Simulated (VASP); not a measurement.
# Li2S (Fm-3m) in VASP: further runs, part 2 of 2

VASP 6.6.1. The steps go on from the part before.

## 3. Single point, HSE06

The input, POSCAR:

```
Li2S
1.0
    0.0000000000      2.8452942310      2.8452942310
    2.8452942310      0.0000000000      2.8452942310
    2.8452942310      2.8452942310      0.0000000000
S Li
1 2
Direct
    0.0000000000      0.0000000000      0.0000000000
    0.2500000000      0.2500000000      0.2500000000
    0.7500000000      0.7500000000      0.7500000000
```

The input, INCAR.step1:

```
SYSTEM = Li2S
PREC     = Accurate       ! precision mode
ENCUT    = 650            ! plane-wave cutoff, eV
EDIFF    = 1E-5           ! SCF threshold, eV
ISMEAR   = 0              ! smearing method
SIGMA    = 0.01           ! smearing width, eV
LREAL    = .False.        ! projectors in reciprocal space
LASPH    = .True.         ! aspherical terms in the spheres
NELM     = 120            ! most SCF steps
ALGO     = Normal         ! electronic algorithm
ISIF     = 2              ! what is computed and relaxed
LWAVE    = .True.         ! write WAVECAR
LCHARG   = .False.        ! write CHGCAR
NBANDS   = 13             ! bands
GGA      = PE             ! functional
GGA_COMPAT= .False.
```

The input, INCAR.step2:

```
SYSTEM = Li2S
PREC     = Accurate       ! precision mode
ENCUT    = 650            ! plane-wave cutoff, eV
EDIFF    = 1E-6           ! SCF threshold, eV
ISMEAR   = 0              ! smearing method
SIGMA    = 0.01           ! smearing width, eV
LREAL    = .False.        ! projectors in reciprocal space
LASPH    = .True.         ! aspherical terms in the spheres
NELM     = 120            ! most SCF steps
ALGO     = Normal         ! electronic algorithm
ISIF     = 2              ! what is computed and relaxed
LWAVE    = .False.        ! write WAVECAR
LCHARG   = .False.        ! write CHGCAR
GGA      = PE             ! functional
LHFCALC  = .True.         ! exact exchange
HFSCREEN = 0.2079         ! screening, 1/A
PRECFOCK = Normal       
NBANDS   = 13             ! bands
ISTART   = 1            
GGA_COMPAT= .False.
```

The input, KPOINTS:

```
regular mesh
0
Gamma
  4 4 4
  0 0 0
```

Potentials or basis: VASP PAW PBE potentials, release 64 (S, Li_sv).

Run with:

```
$ cat potpaw_PBE.64/S/POTCAR potpaw_PBE.64/Li_sv/POTCAR > POTCAR
$ cp INCAR.step1 INCAR
$ mpirun -np 1 vasp_std > vasp.out
$ cp INCAR.step2 INCAR
$ mpirun -np 1 vasp_std > vasp.out
```

OUTCAR:

```text
SYSTEM = Li2S
   PREC = Accurate
   ENCUT = 650
   EDIFF = 1E-6
   ISMEAR = 0
   LREAL = .False.
   LASPH = .True.
   NELM = 120
   ISIF = 2
   GGA = PE
   LHFCALC = .True.
   HFSCREEN = 0.2079
   PRECFOCK = Normal
   ISTART = 1

 ion  position               nearest neighbor table
   1  0.000  0.000  0.000-   3 2.46   3 2.46   3 2.46   2 2.46   2 2.46   2 2.46   3 2.46   2 2.46

   2  0.250  0.250  0.250-   1 2.46   1 2.46   1 2.46   1 2.46
   3  0.750  0.750  0.750-   1 2.46   1 2.46   1 2.46   1 2.46

  LATTYP: Found a face centered cubic cell.
 ALAT       =     5.6905884620

  Lattice vectors:

 A1 = (   0.0000000000,   2.8452942310,   2.8452942310)
 A2 = (   2.8452942310,   0.0000000000,   2.8452942310)
 A3 = (   2.8452942310,   2.8452942310,   0.0000000000)

Analysis of symmetry for initial positions (statically):
=====================================================================
 Subroutine PRICEL returns:
 Original cell was already a primitive cell.

 Routine SETGRP: Setting up the symmetry group for a
 face centered cubic supercell.

[... 172 lines left out ...]
      4       0.7749      2.00000
      5       0.7749      2.00000
      6       0.7749      2.00000
      7       6.1247      0.00000
      8       8.1647      0.00000
      9       8.1647      0.00000
     10       8.1647      0.00000
     11      13.2978      0.00000
     12      13.2978      0.00000
     13      14.5265      0.00000
[... 98 lines left out ...]
  band No.  band energies     occupation
      1     -46.3510      2.00000
      2     -46.3510      2.00000
      3     -10.7528      2.00000
      4      -1.2339      2.00000
      5      -1.2339      2.00000
      6      -1.1017      2.00000
      7       7.2738      0.00000
      8       9.3055      0.00000
      9      10.9622      0.00000
     10      10.9622      0.00000
     11      14.1930      0.00000
     12      14.1930      0.00000
     13      14.9536      0.00000

------------------------ aborting loop because EDIFF is reached ----------------------------------------

  FORCE on cell =-STRESS in cart. coord.  units (eV):
  Direction    XX          YY          ZZ          XY          YZ          ZX
  --------------------------------------------------------------------------------------
  -------------------------------------------------------------------------------------
  Total       -0.1561583     -0.1561583     -0.1561583      0.0000000     -0.0000000     -0.0000000
  in kB       -5.4308032     -5.4308032     -5.4308032      0.0000000     -0.0000000     -0.0000000
  external PRESSURE =      -5.4308032 kB  Pullay stress =       0.0000000 kB

 VOLUME and BASIS-vectors are now :
 -----------------------------------------------------------------------------
  energy-cutoff  :      650.00
  volume of cell :       46.07
      direct lattice vectors                 reciprocal lattice vectors
     0.000000000  2.845294231  2.845294231    -0.175728750  0.175728750  0.175728750
     2.845294231  0.000000000  2.845294231     0.175728750 -0.175728750  0.175728750
     2.845294231  2.845294231  0.000000000     0.175728750  0.175728750 -0.175728750

 POSITION                                       TOTAL-FORCE (eV/Angst)
 -----------------------------------------------------------------------------------
      0.00000      0.00000      0.00000        -0.000000      0.000000      0.000000
      1.42265      1.42265      1.42265        -0.000000     -0.000000     -0.000000
      4.26794      4.26794      4.26794         0.000000      0.000000      0.000000
 -----------------------------------------------------------------------------------
    total drift:                                0.000000      0.000000      0.000000

  FREE ENERGIE OF THE ION-ELECTRON SYSTEM (eV)
  ---------------------------------------------------
  free  energy   TOTEN  =       -13.5102755019 eV

  energy  without entropy=      -13.5102755019  energy(sigma->0) =      -13.51027550
```

OUTCAR.step1:

```text
SYSTEM = Li2S
   PREC = Accurate
   ENCUT = 650
   EDIFF = 1E-5
   ISMEAR = 0
   LREAL = .False.
   LASPH = .True.
   NELM = 120
[... 334 lines left out ...]
      0.00000      0.00000      0.00000        -0.000000      0.000000      0.000000
      1.42265      1.42265      1.42265        -0.000000     -0.000000     -0.000000
      4.26794      4.26794      4.26794         0.000000      0.000000      0.000000
 -----------------------------------------------------------------------------------
    total drift:                                0.000000      0.000000      0.000000

  FREE ENERGIE OF THE ION-ELECTRON SYSTEM (eV)
  ---------------------------------------------------
  free  energy   TOTEN  =       -11.9868982407 eV

  energy  without entropy=      -11.9868982407  energy(sigma->0) =      -11.98689824
```

OSZICAR.step1:

```text
N       E                     dE             d eps       ncg     rms          rms(c)
DAV:   1     0.456062012694E+02    0.45606E+02   -0.58541E+03   208   0.104E+03
DAV:   2    -0.571059047231E+01   -0.51317E+02   -0.49308E+02   274   0.211E+02
DAV:   3    -0.119838447613E+02   -0.62733E+01   -0.62187E+01   353   0.487E+01
DAV:   4    -0.122880753402E+02   -0.30423E+00   -0.30392E+00   293   0.108E+01
DAV:   5    -0.122932298900E+02   -0.51545E-02   -0.51544E-02   290   0.155E+00    0.388E+00
DAV:   6    -0.119920301812E+02    0.30120E+00   -0.51092E-01   246   0.287E+00    0.290E+00
DAV:   7    -0.119763187407E+02    0.15711E-01   -0.14235E-01   298   0.169E+00    0.185E+00
DAV:   8    -0.119874048376E+02   -0.11086E-01   -0.27515E-02   257   0.942E-01    0.893E-01
DAV:   9    -0.119866946178E+02    0.71022E-03   -0.99954E-04   272   0.178E-01    0.493E-01
DAV:  10    -0.119869326328E+02   -0.23801E-03   -0.14320E-03   238   0.182E-01    0.292E-01
DAV:  11    -0.119868967147E+02    0.35918E-04   -0.10644E-04   290   0.604E-02    0.905E-02
DAV:  12    -0.119868982407E+02   -0.15259E-05   -0.46325E-06   171   0.142E-02
   1 F= -.11986898E+02 E0= -.11986898E+02  d E =-.272759E-41
```

It took 8.1 min on 1 thread of AMD EPYC 7R13, shared host; peak memory 0.27 GiB.

Results:

* Free energy: -13.5103 eV
* Pressure: -0.5 GPa
* Band gap on the k mesh: 4.33 eV (least direct gap 5.35 eV)

Caveat: the k points lie up to 0.48 Å⁻¹ apart; the PAW data sets were made with another functional, which shifts forces and pressure a little.
